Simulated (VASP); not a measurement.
BaTiO3, 5 atoms in the cell. It takes space group P4mm (No. 99, tetragonal). The conventional cell has a = 3.985 Å, b = 3.985 Å, c = 4.011 Å, α = 90.00°, β = 90.00°, γ = 90.00°. Within 3.7 Å of Ba (site symmetry 4mm) lie 12 O at 2.78 to 2.87 Å and 8 Ti at 3.43 to 3.49 Å. Ti (site symmetry 4mm) has 6 O at 1.85 to 2.16 Å within 2.5 Å. Within 2.6 Å of O (site symmetry 2mm) lie 2 Ti at 2.00 Å. O (site symmetry 4mm) has 2 Ti at 1.85 to 2.16 Å within 2.5 Å. 

* Program: VASP 6.6.1
* Task: single point
* Functional: PBE
* Potentials or basis: VASP PAW PBE potentials, release 64 (Ba_sv, Ti_sv, O)
* Cutoff: 520 eV
* k mesh: 8 × 8 × 6
* Occupations: gaussian, width 0.02 eV
* Spin: no spin polarisation
* Dipole correction: no
* Further INCAR settings: ALGO = Normal; EDIFF = 1e-06; NBANDS = 28

Potentials or basis: VASP PAW PBE potentials, release 64 (Ba_sv, Ti_sv, O).

Launch:

```sh
$ cat potpaw_PBE.64/Ba_sv/POTCAR potpaw_PBE.64/Ti_sv/POTCAR potpaw_PBE.64/O/POTCAR > POTCAR
$ mpirun -np 1 vasp_std > vasp.out
```

Hardware: 1 thread of Intel(R) Xeon(R) 6975P-C (Granite Rapids), on a shared host.

How long does it take, and how much memory?

Run time: 72 s on 1 thread of Intel(R) Xeon(R) 6975P-C (Granite Rapids), on a shared host, peak memory 0.24 GiB. Counts: scf iterations 17, k points 60.
